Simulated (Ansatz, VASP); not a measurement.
**One calculation of Mn, two programs**

```
Mn
1.0
     0.00000    1.82715    1.82715
     1.82715    0.00000    1.82715
     1.82715    1.82715    0.00000
Mn
1
Cartesian
  0.0000 0.0000 0.0000
```

Alike in both runs: task single point; functional PBE; k mesh 10 × 10 × 10; occupations gaussian, width 0.05 eV; collinear spin.

|  | VASP | Ansatz |
| --- | --- | --- |
| version | VASP 6.6.1 | Ansatz 0.2.0 |
| potentials or method | VASP PAW PBE potentials, release 64 (Mn_pv), cutoff 520 eV | scalar-relativistic, plane waves, PAW |
| valence electrons in the cell | 13 | 15 |

|  | VASP | Ansatz | Ansatz less VASP |
| --- | --- | --- | --- |
| gap on the k mesh at the Fermi level (eV) | none | none | - |
| pressure (GPa) | -26.7 | -26.8 | -0.17 |
| net moment per atom (μB) | 0.14 | 0.14 | +0.004 |
| size of the moment on the site where the two differ most (μB) | 0.14 | 0.14 | +0.003 |

Site moments also hang on the region over which each program counts them. A gap of «none» marks a metal or a gap that the smearing closes. VASP's potentials hold 13 valence electrons a cell and Ansatz's 15, so a difference there can come from the potentials and not from the codes. Ansatz's warnings: seeded moment not kept.
